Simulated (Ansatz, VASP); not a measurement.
# Two plane-wave programs on Zn

INCAR

```
PREC     = Accurate       # precision mode
ENCUT    = 520            # plane-wave cutoff, eV
EDIFF    = 1E-6           # SCF threshold, eV
ISMEAR   = 0              # smearing method
SIGMA    = 0.15           # smearing width, eV
LREAL    = False          # projectors in reciprocal space
LASPH    = True           # aspherical terms in the spheres
NELM     = 80             # most SCF steps
ALGO     = Fast           # electronic algorithm
ISIF     = 2              # what is computed and relaxed
LWAVE    = False          # write WAVECAR
LCHARG   = False          # write CHGCAR
GGA      = PE             # functional
NBANDS   = 12             # bands
```

The input KPOINTS:

```
regular mesh
0
Gamma
  22 22 22
```

File POSCAR:

```
Zn
1.0
    0.5779454556      2.3580649289      2.3580649289
    2.3580649289      0.5779454556      2.3580649289
    2.3580649289      2.3580649289      0.5779454556
Zn
1
Direct
    0.0000000000      0.0000000000      0.0000000000
```

Input for Ansatz:

```yaml
crystal:
  lattice:
    - [0.5779454556, 2.3580649289, 2.3580649289]
    - [2.3580649289, 0.5779454556, 2.3580649289]
    - [2.3580649289, 2.3580649289, 0.5779454556]
  atoms:
    - { symbol: Zn, position: [0.0, 0.0, 0.0] }
basis:
  ecutwfc: 520.0
kpoints:
  mp_grid: { grid: [22, 22, 22] }
hamiltonian:
  xc: pbe
scf:
  occupations: { method: gaussian, width: 0.15 }
output:
  forces: true
  stress: true
  eigenvalues: true
```

Alike in both runs: task single point; functional PBE; k mesh 22 × 22 × 22; occupations gaussian, width 0.15 eV; no spin polarisation.

|  | VASP | Ansatz |
| --- | --- | --- |
| version | VASP 6.6.1 | Ansatz 0.2.0 |
| potentials or method | VASP PAW PBE potentials, release 64 (Zn), cutoff 520 eV | scalar-relativistic, plane waves, PAW |
| valence electrons in the cell | 12 | 12 |

|  | VASP | Ansatz | Ansatz less VASP |
| --- | --- | --- | --- |
| gap on the k mesh at the Fermi level (eV) | none | none | - |
| pressure (GPa) | 2.9 | 3.0 | +0.11 |
| traceless stress, the component that is largest in VASP (GPa) | -3.54 | -3.38 | +0.164 |

A gap of «none» marks a metal or a gap that the smearing closes. The functional is the same, so the differences come from potentials, cutoffs and numerics.
